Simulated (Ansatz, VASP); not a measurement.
**One calculation of Sb, two programs**

The input INCAR:

```
PREC = Accurate
ENCUT = 520
EDIFF = 1E-7
ISMEAR = -1
SIGMA = 0.03
LREAL = F
LASPH = T
NELM = 100
ALGO = Normal
ISIF = 2
LWAVE = F
LCHARG = F
NBANDS = 12
```

Contents of KPOINTS:

```
regular mesh
0
Gamma
  12 12 7
```

POSCAR

```
Sb
1.0
    3.3690001795      0.0000000000      0.0000000000
   -1.6845000898      2.9176397408      0.0000000000
    0.0000000000      0.0000000000      5.3833000000
Sb
2
Direct
    0.3333333333      0.6666666667      0.2500000000
    0.6666666667      0.3333333333      0.7500000000
```

Input for Ansatz:

```yaml
crystal:
  lattice:
    - [3.3690001795, 0.0, 0.0]
    - [-1.6845000898, 2.9176397408, 0.0]
    - [0.0, 0.0, 5.3833]
  atoms:
    - { symbol: Sb, position: [0.3333333333, 0.6666666667, 0.25] }
    - { symbol: Sb, position: [0.6666666667, 0.3333333333, 0.75] }
kpoints:
  mp_grid: { grid: [12, 12, 7] }
  band_path:
    path:
      - [0.0, 0.0, 0.0]
      - [0.5, 0.0, 0.0]
      - [0.3333333333, 0.3333333333, 0.0]
      - [0.0, 0.0, 0.0]
      - [0.0, 0.0, 0.5]
      - [0.5, 0.0, 0.5]
      - [0.3333333333, 0.3333333333, 0.5]
      - [0.0, 0.0, 0.5]
      - [0.5, 0.0, 0.5]
    npoints: 5
scf:
  occupations: { method: fermi_dirac, width: 0.03 }
hamiltonian:
  xc: lda
  pseudopotentials: { kind: all_electron, lapw: { basis_error: 0.0005 } }
output:
  forces: true
  stress: true
  eigenvalues: true
```

Change from the starting cell: zz strain of +1 %.

Alike in both runs: task single point; functional LDA; k mesh 12 × 12 × 7; occupations fermi-dirac, width 0.03 eV; no spin polarisation.

```csv
,VASP,Ansatz
version,VASP 6.6.1,Ansatz 0.2.0
potentials or method,"VASP PAW LDA potentials, release 64 (Sb), cutoff 520 eV","all-electron LAPW, scalar-relativistic"
```

VASP gave:

- pressure (GPa): -1.9
- traceless stress, the component that is largest in VASP (GPa): -0.99

Which values does Ansatz return?

Pressure (GPa): -2.0; traceless stress, the component that is largest in VASP (GPa): -0.99.

LDA's correlation is that of Perdew and Zunger in VASP and of Perdew and Wang (1992) in Ansatz. Ansatz ran all-electron here, and VASP with PAW potentials.

Spin-orbit coupling is off throughout.
